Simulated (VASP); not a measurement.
CoO:

```xyz
2
Lattice="0.0000 2.1315 2.1315 2.1315 0.0000 2.1315 2.1315 2.1315 0.0000" Properties=species:S:1:pos:R:3 pbc="T T T"
Co    0.0000    0.0000    0.0000
O     2.1315    2.1315    2.1315
```

```yaml
Program: VASP 6.6.1
Task: relaxation of cell and atoms
Functional: PBEsol
Dispersion: D4
Potentials_or_basis: VASP PAW PBE potentials, release 64 (Co, O)
Cutoff: 600 eV
k_mesh: 11 × 11 × 11
Occupations: fermi-dirac, width 0.05 eV
Spin: collinear spin, ferromagnetic start
Starting_moments: "[2.0, 0.0] μB"
```

At the start: pressure -13.7 GPa; volume 9.68 Å³/atom.

How do energy, volume and symmetry change on relaxing?

Over 3 steps the energy falls by 33.7 meV/atom and the volume is 8.91 Å³/atom (-8.0 %); space group Fm-3m (No. 225, to 0.1 Å) before and after; moment 2.67 μB per cell.

The path:
```csv
step,energy change (eV),largest force (eV/Å),pressure (GPa),volume (Å³)
1,0.0000,0.0000,-13.69,19.37
2,-0.0531,0.0000,5.47,17.14
3,-0.0674,0.0000,-0.02,17.82
```

Final structure:
```cif
data_structure
_symmetry_space_group_name_H-M 'P 1'
_symmetry_Int_Tables_number 1
_cell_length_a 2.9319
_cell_length_b 2.9319
_cell_length_c 2.9319
_cell_angle_alpha 60.000
_cell_angle_beta 60.000
_cell_angle_gamma 60.000
_cell_volume 17.82
loop_
_atom_site_label
_atom_site_type_symbol
_atom_site_fract_x
_atom_site_fract_y
_atom_site_fract_z
_atom_site_occupancy
Co1 Co 0.00000 0.00000 0.00000 1
O1 O 0.50000 0.50000 0.50000 1
```

Caveat: the PAW data sets were made with another functional, which shifts forces and pressure a little; a cell with one magnetic atom can't hold antiferromagnetic order, which such compounds often take.
